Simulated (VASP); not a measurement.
Input of a VASP 6.6.1 run:

Contents of INCAR:

```
ALGO = Normal
EDIFF = 1E-7
ENCUT = 520
GGA = PS
ISIF = 2
ISMEAR = -1
LASPH = True
LCHARG = False
LREAL = False
LWAVE = False
NBANDS = 12
NELM = 100
PREC = Accurate
SIGMA = 0.05
```

File KPOINTS:

```
k-points
0
Gamma
  9 9 9
```

File POSCAR:

```
SiF
1.0
    2.9599905165      0.0000000000      0.0000000000
    0.0000000000      2.9599905165      0.0000000000
    0.0000000000      0.0000000000      2.9599905165
Si F
1 1
Direct
    0.5000000000      0.5000000000      0.5000000000
    0.0000000000      0.0000000000      0.0000000000
```

Potentials or basis: VASP PAW PBE potentials, release 64 (Si, F).

Run with:

```bash
$ cat potpaw_PBE.64/Si/POTCAR potpaw_PBE.64/F/POTCAR > POTCAR
$ mpirun -np 1 vasp_std > vasp.out
```

Problem. What does it give for the pressure?

Solution. 1.8 GPa.

Caveat: the PAW data sets were made with another functional, which shifts forces and pressure a little; an odd number of electrons without spin polarisation forces a metal; a magnetic or distorted state may lie lower.
